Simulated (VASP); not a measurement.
A run of VASP 6.6.1 is set up as follows.

The input POSCAR:

```
LaSi2Pt2
1.0
    0.0000000000      4.2726680000      0.0000000000
    4.2726680000      0.0000000000      0.0000000000
    2.1363340000      2.1363340000     -4.8975570000
Si Pt La
2 2 1
Direct
    0.3750000000      0.3750000000      0.2500000000
    0.6250000000      0.6250000000      0.7500000000
    0.7500000000      0.2500000000      0.5000000000
    0.2500000000      0.7500000000      0.5000000000
    0.0000000000      0.0000000000      0.0000000000
```

The input INCAR.step1:

```
PREC = Accurate ; ENCUT = 520
ISMEAR = 1 ; SIGMA = 0.0565
LREAL = False ; LASPH = True
NELM = 60 ; NBANDS = 28
GGA = PE ; ALGO = Normal
EDIFF = 1E-4 ; LWAVE = True
LCHARG = False
```

Contents of INCAR.step2:

```
PREC = Accurate ; ENCUT = 520
EDIFF = 1E-6 ; ISMEAR = 1
SIGMA = 0.0565 ; LREAL = False
LASPH = True ; NELM = 60
ALGO = Normal ; ISIF = 2
LWAVE = False ; LCHARG = False
METAGGA = R2SCAN ; LMIXTAU = True
NBANDS = 28 ; ISTART = 1
```

File KPOINTS:

```
Automatic mesh
0
Gamma
  5 5 5
```

Potentials or basis: VASP PAW PBE potentials, release 64 (Si, Pt, La).

Run with:

```sh
$ cat potpaw_PBE.64/Si/POTCAR potpaw_PBE.64/Pt/POTCAR potpaw_PBE.64/La/POTCAR > POTCAR
$ cp INCAR.step1 INCAR
$ mpirun -np 1 vasp_std > vasp.out
$ cp INCAR.step2 INCAR
$ mpirun -np 1 vasp_std > vasp.out
```

Question: Predict the pressure.

Answer: 4.3 GPa.

Question: Estimate the largest force.

Answer: 0.348 eV/Å.

Stress tensor (GPa, compression positive):
```
3.74 0.00 0.00
0.00 3.74 0.00
0.00 0.00 5.40
```

Caveat: the PAW data sets were made with another functional, which shifts forces and pressure a little.
